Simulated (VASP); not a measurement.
# PbO in VASP: a series of runs

PbO is run at these levels: PBE+D3(BJ); tasks: single point.

Program: VASP 6.6.1. These are calculated values, not measurements. Logs are shortened: lines on timing, memory, paths and dates and some standing lists are left out, and cuts for length are marked.

## (1) The cell of the first run

The cell holds a slab with vacuum, 4 atoms: a = 3.691 Å, b = 3.691 Å, c = 30.749 Å, α = 90.00°, β = 90.00°, γ = 90.00°.

## (2) Single point, PBE+D3(BJ)

Contents of INCAR:

```
PREC = Accurate
ENCUT = 520
EDIFF = 1E-6
ISMEAR = 0
SIGMA = 0.02
LREAL = False
LASPH = True
NELM = 100
ALGO = Normal
ISIF = 2
LWAVE = False
LCHARG = False
LDIPOL = True
IDIPOL = 3
DIPOL = 0.5 0.5 0.500
GGA = PE
IVDW = 12
NBANDS = 28
```

Contents of KPOINTS:

```
Automatic mesh
0
Gamma
  6 6 1
```

Contents of POSCAR:

```
PbO
1.0
    3.6910000000      0.0000000000      0.0000000000
    0.0000000000      3.6910000000      0.0000000000
    0.0000000000      0.0000000000     30.7493267952
Pb O
2 2
Direct
    0.5000000000      0.0000000000      0.4648284983
    0.0000000000      0.5000000000      0.5351715017
    0.0000000000      0.0000000000      0.5000000000
    0.5000000000      0.5000000000      0.5000000000
```

Potentials or basis: VASP PAW PBE potentials, release 64 (Pb_d, O).

Run with:

```
cat potpaw_PBE.64/Pb_d/POTCAR potpaw_PBE.64/O/POTCAR > POTCAR
mpirun -np 1 vasp_std > vasp.out
```

OUTCAR:

```text
PREC = Accurate
   ENCUT = 520
   EDIFF = 1E-6
   ISMEAR = 0
   LREAL = False
   LASPH = True
   NELM = 100
   ISIF = 2
   GGA = PE
   IVDW = 12
 IVDW          = 12

 ion  position               nearest neighbor table
   1  0.500  0.000  0.465-   3 2.14   4 2.14   4 2.14   3 2.14   2 3.39   2 3.39   2 3.39   2 3.39

   2  0.000  0.500  0.535-   3 2.14   4 2.14   3 2.14   4 2.14   1 3.39   1 3.39   1 3.39   1 3.39

   3  0.000  0.000  0.500-   1 2.14   2 2.14   2 2.14   1 2.14
   4  0.500  0.500  0.500-   1 2.14   2 2.14   1 2.14   2 2.14

  LATTYP: Found a simple tetragonal cell.
 ALAT       =     3.6910000000
 C/A-ratio  =     8.3308931984

  Lattice vectors:

 A1 = (   3.6910000000,   0.0000000000,   0.0000000000)
 A2 = (   0.0000000000,   3.6910000000,   0.0000000000)
 A3 = (   0.0000000000,   0.0000000000,  30.7493267952)

Analysis of symmetry for initial positions (statically):
=====================================================================
 Subroutine PRICEL returns:
 Original cell was already a primitive cell.

 Routine SETGRP: Setting up the symmetry group for a
 simple tetragonal supercell.

 Subroutine GETGRP returns: Found 16 space group operations
 (whereof  8 operations were pure point group operations)
 out of a pool of 16 trial point group operations.

The static configuration has the point symmetry D_2d.
 The point group associated with its full space group is D_4h.

Analysis of symmetry for dynamics (positions and initial velocities):
=====================================================================
 Subroutine PRICEL returns:
 Original cell was already a primitive cell.

 Routine SETGRP: Setting up the symmetry group for a
 simple tetragonal supercell.

 Subroutine GETGRP returns: Found 16 space group operations
 (whereof  8 operations were pure point group operations)
 out of a pool of 16 trial point group operations.

The dynamic configuration has the point symmetry D_2d.
 The point group associated with its full space group is D_4h.

 Subroutine INISYM returns: Found 16 space group operations
 (whereof  8 operations are pure point group operations),
 and found     1 'primitive' translations

----------------------------------------------------------------------------------------

                                     Primitive cell

  volume of cell :     418.9129

  direct lattice vectors                    reciprocal lattice vectors
     3.691000000  0.000000000  0.000000000     0.270929287  0.000000000  0.000000000
     0.000000000  3.691000000  0.000000000     0.000000000  0.270929287  0.000000000
     0.000000000  0.000000000 30.749326795     0.000000000  0.000000000  0.032521037

  length of vectors
     3.691000000  3.691000000 30.749326795     0.270929287  0.270929287  0.032521037

  position of ions in fractional coordinates (direct lattice)
     0.500000000  0.000000000  0.464828498
     0.000000000  0.500000000  0.535171502
     0.000000000  0.000000000  0.500000000
     0.500000000  0.500000000  0.500000000

  ion indices of the primitive-cell ions
   primitive index   ion index
                 1           1
                 2           2
                 3           3
                 4           4

----------------------------------------------------------------------------------------

 KPOINTS: Automatic mesh

Automatic generation of k-mesh.
 Grid dimensions read from file:
 generate k-points for:    6    6    1

 Generating k-lattice:

  Cartesian coordinates                     Fractional coordinates (reciprocal lattice)
     0.045154881  0.000000000  0.000000000     0.166666667  0.000000000  0.000000000
     0.000000000  0.045154881  0.000000000     0.000000000  0.166666667  0.000000000
     0.000000000  0.000000000  0.032521037     0.000000000  0.000000000  1.000000000

  Length of vectors
     0.045154881  0.045154881  0.032521037

  Shift w.r.t. Gamma in fractional coordinates (k-lattice)
     0.000000000  0.000000000  0.000000000

 Subroutine IBZKPT returns following result:
 ===========================================

 Found     10 irreducible k-points:

 Following reciprocal coordinates:
            Coordinates               Weight
  0.000000  0.000000  0.000000      1.000000
  0.166667  0.000000  0.000000      4.000000
  0.333333  0.000000  0.000000      4.000000
  0.500000  0.000000  0.000000      2.000000
  0.166667  0.166667  0.000000      4.000000
  0.333333  0.166667  0.000000      8.000000
  0.500000  0.166667  0.000000      4.000000
  0.333333  0.333333  0.000000      4.000000
  0.500000  0.333333  0.000000      4.000000
  0.500000  0.500000  0.000000      1.000000
   k-points           NKPTS =     10   k-points in BZ     NKDIM =     10   number of bands    NBANDS=     28
   number of dos      NEDOS =    301   number of ions     NIONS =      4
   total plane-waves  NPLWV = 188160
   dimension x,y,z NGX =    28 NGY =   28 NGZ =  240
   dimension x,y,z NGXF=    56 NGYF=   56 NGZF=  480
   ions per type =               2   2
   NGX,Y,Z   is equivalent  to a cutoff of  12.61, 12.61, 12.98 a.u.
   NGXF,Y,Z  is equivalent  to a cutoff of  25.22, 25.22, 25.95 a.u.
 SYSTEM =  unknown system
   PREC   = accura    normal or accurate (medium, high low for compatibility)
   ISTART =      0    job   : 0-new  1-cont  2-samecut
   ICHARG =      2    charge: 1-file 2-atom 10-const
   ISPIN  =      1    spin polarized calculation?
   LNONCOLLINEAR =      F non collinear calculations
   LSORBIT =      F    spin-orbit coupling
   LASPH  =      T    aspherical Exc in radial PAW
   ENCUT  =  520.0 eV  38.22 Ry    6.18 a.u.   6.86  6.86 57.17*2*pi/ulx,y,z
   NELM   =    100;   NELMIN=  2; NELMDL= -5     # of ELM steps
   EDIFF  = 0.1E-05   stopping-criterion for ELM
   LREAL  =      F    real-space projection
   EDIFFG = 0.1E-04   stopping-criterion for IOM
   NSW    =      0    number of steps for IOM
   IBRION =     -1    ionic relax: 0-MD 1-quasi-New 2-CG
   NFREE  =      0    steps in history (QN), initial steepest desc. (CG)
   ISIF   =      2    stress and relaxation
   ISYM   =      2    0-nonsym 1-usesym 2-fastsym
   POTIM  = 0.5000    time-step for ionic-motion
   TEBEG  =    0.0;   TEEND  =   0.0 temperature during run
   PSTRESS=    0.0 pullay stress
   NELECT =      40.0000    total number of electrons
   NUPDOWN=      -1.0000    fix difference up-down
   EMIN   =  10.00;   EMAX   =-10.00  energy-range for DOS
   EFERMI =   0.00;   METHOD = LEGACY
   ISMEAR =     0;   SIGMA  =   0.02  broadening in eV -4-tet -1-fermi 0-gaus
   EFERMI_NEDOS =   21; number of points for ismear=-14 and -15
   IALGO  =     38    algorithm
   IMIX   =      4    mixing-type and parameters
     AMIX     =   0.40;   BMIX     =  1.00
     AMIX_MAG =   1.60;   BMIX_MAG =  1.00
  volume/ion in A,a.u.               =     104.73       706.74
  Fermi-wavevector in a.u.,A,eV,Ry     =   0.748262  1.414010  7.617844  0.559896
  Thomas-Fermi vector in A             =   1.844509
   LORBIT       =      0    0 simple, 1 ext, 2 COOP (PROOUT), +10 PAW based schemes
   GGA     = PE    functional components
   LHFCALC =     F    Hartree Fock is set to
   AEXX    =    0.0000 exact exchange contribution
   IVDW    =    12    specifies the selected vdW correction
   LEPSILON=     F    determine dielectric tensor
   LRPA    =     F    only Hartree local field effects (RPA)
 non-spin polarized calculation
 Gauss-broadening in eV      SIGMA  =   0.02
  energy-cutoff  :      520.00
  volume of cell :      418.91
 maximum number of plane-waves:     11326
 NGX is ok and might be reduce to    28
   NGX = 13   NGY = 13   NGZ =115

 dipolmoment           0.000000      0.000000     -0.000000 electrons x Angstroem

 number of electron      40.0000000 magnetization

 dipolmoment           0.000000      0.000000      0.000000 electrons x Angstroem

 Free energy of the ion-electron system (eV)
  ---------------------------------------------------
  ext. energy  EPLUGINS =         0.00000000
  ---------------------------------------------------
  free energy    TOTEN  =       -19.53799138 eV

  energy without entropy =      -19.53799138  energy(sigma->0) =      -19.53799138

 E-fermi :  -3.1193     XC(G=0):  -2.1576

 val. band max:       -3.2115865636   @ k =   0.0000   0.0000   0.0000
 cond. band min:      -0.3576041891   @ k =   0.0000   0.0000   0.0000
 fundamental gap:      2.8539823745
 Fermi energy:        -3.1192845721

 k-point     1 :       0.0000    0.0000    0.0000
  band No.  band energies     occupation
      1     -23.4149      2.00000
      2     -22.2538      2.00000
      3     -19.0064      2.00000
      4     -19.0064      2.00000
      5     -18.9317      2.00000
      6     -18.8244      2.00000
[... 20 lines left out ...]
     27       2.9705      0.00000
     28       3.3957      0.00000

 k-point     2 :       0.1667    0.0000    0.0000
  band No.  band energies     occupation
      1     -23.3100      2.00000
      2     -22.3049      2.00000
      3     -18.9965      2.00000
      4     -18.9685      2.00000
      5     -18.8943      2.00000
      6     -18.7741      2.00000
[... 20 lines left out ...]
     27       2.6650      0.00000
     28       3.3402      0.00000

 k-point     3 :       0.3333    0.0000    0.0000
  band No.  band energies     occupation
      1     -23.0459      2.00000
      2     -22.4678      2.00000
      3     -18.9655      2.00000
      4     -18.8821      2.00000
      5     -18.8143      2.00000
      6     -18.8060      2.00000
[... 20 lines left out ...]
     27       3.5022      0.00000
     28       3.6145      0.00000

 k-point     4 :       0.5000    0.0000    0.0000
  band No.  band energies     occupation
      1     -22.7331      2.00000
      2     -22.7331      2.00000
      3     -18.9069      2.00000
      4     -18.9069      2.00000
      5     -18.8065      2.00000
      6     -18.8065      2.00000
[... 144 lines left out ...]
     27       4.3420      0.00000
     28       4.5312      0.00000

 k-point     9 :       0.5000    0.3333    0.0000
  band No.  band energies     occupation
      1     -22.6374      2.00000
      2     -22.6374      2.00000
      3     -18.8039      2.00000
      4     -18.8039      2.00000
      5     -18.7048      2.00000
      6     -18.7048      2.00000
[... 20 lines left out ...]
     27       4.7455      0.00000
     28       4.7455      0.00000

 k-point    10 :       0.5000    0.5000    0.0000
  band No.  band energies     occupation
      1     -22.6089      2.00000
      2     -22.6089      2.00000
      3     -18.7954      2.00000
      4     -18.7954      2.00000
      5     -18.6397      2.00000
      6     -18.6397      2.00000
[... 20 lines left out ...]
     27       5.0269      0.00000
     28       5.0269      0.00000

------------------------ aborting loop because EDIFF is reached ----------------------------------------

 vacuum level on the upper side and lower side of the slab       (xc-potential included)        -0.006        -0.006

 Edisp (eV)   -0.66593

 E8    (eV) :    -0.3167

  FORCE on cell =-STRESS in cart. coord.  units (eV):
  Direction    XX          YY          ZZ          XY          YZ          ZX
  --------------------------------------------------------------------------------------
  -------------------------------------------------------------------------------------
  Total      15.31217    15.31217    12.67209     0.00000     0.00000     0.00000
  in kB      58.56302    58.56302    48.46579     0.00000     0.00000     0.00000
  external pressure =       55.20 kB  Pullay stress =        0.00 kB

 VOLUME and BASIS-vectors are now :
 -----------------------------------------------------------------------------
  energy-cutoff  :      520.00
  volume of cell :      418.91
      direct lattice vectors                 reciprocal lattice vectors
     3.691000000  0.000000000  0.000000000     0.270929287  0.000000000  0.000000000
     0.000000000  3.691000000  0.000000000     0.000000000  0.270929287  0.000000000
     0.000000000  0.000000000 30.749326795     0.000000000  0.000000000  0.032521037

 POSITION                                       TOTAL-FORCE (eV/Angst)
 -----------------------------------------------------------------------------------
      1.84550      0.00000     14.29316         0.000000     -0.000000     -5.895208
      0.00000      1.84550     16.45616         0.000000      0.000000      5.895208
      0.00000      0.00000     15.37466         0.000000     -0.000000      0.000000
      1.84550      1.84550     15.37466        -0.000000      0.000000      0.000000
 -----------------------------------------------------------------------------------
    total drift:                                0.000000      0.000000      0.000000

  FREE ENERGIE OF THE ION-ELECTRON SYSTEM (eV)
  ---------------------------------------------------
  free  energy   TOTEN  =       -20.2039250024 eV

  energy  without entropy=      -20.2039250024  energy(sigma->0) =      -20.20392500

 vacuum level on the upper side and lower side of the slab         1.900         1.900
```

It took 2.3 min on 1 thread of AMD EPYC 7R13 (Zen 3), shared host; peak memory 0.48 GiB.

What came out:

- Free energy: -20.2039 eV
- Largest force: 5.895 eV/Å
- Band gap on the k mesh: 2.85 eV, direct
- Dispersion energy per atom: -0.166 eV

Forces in eV/Å, atoms in the order of the input:
```
Pb   0.000  0.000 -5.895
Pb   0.000  0.000  5.895
O    0.000  0.000  0.000
O    0.000  0.000  0.000
```

Levels at points of the mesh, in eV from the valence-band top:
```tsv
k point	band 17	band 18	band 19	band 20	band 21	band 22	band 23	band 24
(0.00, 0.00, 0.00)	-2.13	-2.13	-1.89	0.00	2.85	3.21	5.00	5.06
(0.50, 0.00, 0.00)	-3.65	-3.65	-0.71	-0.71	3.63	3.63	6.04	6.04
(0.50, 0.50, 0.00)	-1.31	-1.31	-0.93	-0.93	3.87	3.87	6.04	6.04
```

Caveat: spin-orbit coupling is left out, which moves the levels of the heavy elements.

## (3) Single point, PBE+D3(BJ)

Contents of INCAR:

```
SYSTEM = PbO
PREC     = Accurate       ! precision mode
ENCUT    = 520            ! plane-wave cutoff, eV
EDIFF    = 1E-6           ! SCF threshold, eV
ISMEAR   = 0              ! smearing method
SIGMA    = 0.02           ! smearing width, eV
LREAL    = .False.        ! projectors in reciprocal space
LASPH    = .True.         ! aspherical terms in the spheres
NELM     = 80             ! most SCF steps
ALGO     = Normal         ! electronic algorithm
ISIF     = 2              ! what is computed and relaxed
LWAVE    = .False.        ! write WAVECAR
LCHARG   = .False.        ! write CHGCAR
LDIPOL   = .True.       
IDIPOL   = 3            
DIPOL    = 0.5 0.5 0.500
GGA      = PE             ! functional
IVDW     = 12             ! dispersion correction
NBANDS   = 28             ! bands
```

Contents of KPOINTS:

```
regular mesh
0
Gamma
  6 6 1
  0 0 0
```

Changes to POSCAR since step 2:

```diff
@@ -8,4 +8,4 @@
 Direct
-    0.5000000000      0.0000000000      0.4648284983
-    0.0000000000      0.5000000000      0.5351715017
+    0.5000000000      0.0000000000      0.4621129917
+    0.0000000000      0.5000000000      0.5378870083
     0.0000000000      0.0000000000      0.5000000000
```

Potentials or basis: VASP PAW PBE potentials, release 64 (Pb_d, O).

Run with:

```
cat potpaw_PBE.64/Pb_d/POTCAR potpaw_PBE.64/O/POTCAR > POTCAR
mpirun -np 1 vasp_std > vasp.out
```

Run time: 2.6 min. Hardware: 1 thread of AMD EPYC 7R13 (Zen 3), shared host; peak memory 0.48 GiB.

The run converged. Its results:

```
Free energy                : -21.0017 eV
Largest force              : 3.680 eV/Å
Band gap on the k mesh     : 3.36 eV, indirect (least direct gap 3.38 eV)
Dispersion energy per atom : -0.165 eV
```

Forces in eV/Å, atoms in the order of the input:
```
Pb   0.000  0.000 -3.680
Pb   0.000  0.000  3.680
O    0.000  0.000  0.000
O    0.000  0.000  0.000
```

Levels at points of the mesh, in eV from the valence-band top:
```tsv
k point	band 18	band 19	band 20	band 21	band 22	band 23
(0.00, 0.00, 0.00)	-1.36	-1.36	-0.02	3.36	3.38	5.09
(0.50, 0.00, 0.00)	-2.95	-0.65	-0.65	3.61	3.61	6.16
(0.50, 0.50, 0.00)	-0.95	-0.65	-0.65	3.78	3.78	5.92
```

Caveat: spin-orbit coupling is left out, which moves the levels of the heavy elements.

## (4) Single point, PBE+D3(BJ)

Contents of INCAR:

```
SYSTEM = PbO
PREC = Accurate
ENCUT = 520
EDIFF = 1E-7
ISMEAR = 0
SIGMA = 0.02
LREAL = .False.
LASPH = .True.
NELM = 60
ALGO = Normal
ISIF = 2
LWAVE = .False.
LCHARG = .False.
LDIPOL = .True.
IDIPOL = 3
DIPOL = 0.5 0.5 0.500
GGA = PE
IVDW = 12
NBANDS = 28
```

Contents of KPOINTS:

```
Automatic mesh
0
Gamma
  6 6 1
  0 0 0
```

Changes to POSCAR since step 3:

```diff
@@ -8,4 +8,4 @@
 Direct
-    0.5000000000      0.0000000000      0.4621129917
-    0.0000000000      0.5000000000      0.5378870083
+    0.5000000000      0.0000000000      0.4593974851
+    0.0000000000      0.5000000000      0.5406025149
     0.0000000000      0.0000000000      0.5000000000
```

Run with:

```
cat potpaw_PBE.64/Pb_d/POTCAR potpaw_PBE.64/O/POTCAR > POTCAR
mpirun -np 1 vasp_std > vasp.out
```

It took 2.9 min on 1 thread of AMD EPYC 7R13 (Zen 3), shared host; peak memory 0.48 GiB.

It converged, with:

```yaml
Free_energy: -21.4416 eV
Largest_force: 1.620 eV/Å
Band_gap_on_the_k_mesh: 3.47 eV, indirect (least direct gap 3.53 eV)
Dispersion_energy_per_atom: -0.163 eV
```

Forces in eV/Å, atoms in the order of the input:
```
Pb   0.000  0.000 -1.620
Pb   0.000  0.000  1.620
O    0.000  0.000  0.000
O    0.000  0.000  0.000
```

Levels at points of the mesh, in eV from the valence-band top:
```csv
k point,band 17,band 18,band 19,band 20,band 21,band 22,band 23,band 24
"(0.00, 0.00, 0.00)",-1.09,-0.64,-0.64,-0.06,3.47,3.75,5.15,5.17
"(0.50, 0.00, 0.00)",-2.26,-2.26,-0.58,-0.58,3.53,3.53,6.21,6.21
"(0.50, 0.50, 0.00)",-0.97,-0.97,0.00,0.00,3.64,3.64,5.77,5.77
```

Caveat: spin-orbit coupling is left out, which moves the levels of the heavy elements.

## (5) Single point, PBE+D3(BJ)

Contents of INCAR:

```
PREC = Accurate
ENCUT = 520
EDIFF = 1E-6
ISMEAR = 0
SIGMA = 0.02
LREAL = False
LASPH = True
NELM = 100
ALGO = Normal
ISIF = 2
LWAVE = False
LCHARG = True
LDIPOL = True
IDIPOL = 3
DIPOL = 0.5 0.5 0.500
GGA = PE
IVDW = 12
LELF = True
LVHAR = True
LVACPOTAV = True
NBANDS = 28
```

Contents of KPOINTS:

```
Automatic mesh
0
Gamma
  6 6 1
```

Changes to POSCAR since step 4:

```diff
@@ -8,4 +8,4 @@
 Direct
-    0.5000000000      0.0000000000      0.4593974851
-    0.0000000000      0.5000000000      0.5406025149
+    0.5000000000      0.0000000000      0.4566657180
+    0.0000000000      0.5000000000      0.5433342820
     0.0000000000      0.0000000000      0.5000000000
```

Run with:

```
cat potpaw_PBE.64/Pb_d/POTCAR potpaw_PBE.64/O/POTCAR > POTCAR
mpirun -np 1 vasp_std > vasp.out
```

Wall time 3.1 min (1 thread of AMD EPYC 7R13 (Zen 3), shared host); peak memory 0.47 GiB.

Results (log left out):

```
Free energy                : -21.5546 eV
Largest force              : 0.233 eV/Å
Band gap on the k mesh     : 2.78 eV, indirect (least direct gap 2.83 eV)
Dispersion energy per atom : -0.161 eV
```

Forces in eV/Å, atoms in the order of the input:
```
Pb   0.000  0.000  0.233
Pb   0.000  0.000 -0.233
O    0.000  0.000  0.000
O    0.000  0.000  0.000
```

Levels at points of the mesh, in eV from the valence-band top:
| k point | band 18 | band 19 | band 20 | band 21 | band 22 | band 23 |
| --- | --- | --- | --- | --- | --- | --- |
| (0.00, 0.00, 0.00) | -0.74 | -0.59 | -0.59 | 2.87 | 3.37 | 4.47 |
| (0.50, 0.00, 0.00) | -2.23 | -1.10 | -1.10 | 2.79 | 2.79 | 5.57 |
| (0.50, 0.50, 0.00) | -1.60 | 0.00 | 0.00 | 2.83 | 2.83 | 4.95 |

Caveat: spin-orbit coupling is left out, which moves the levels of the heavy elements.
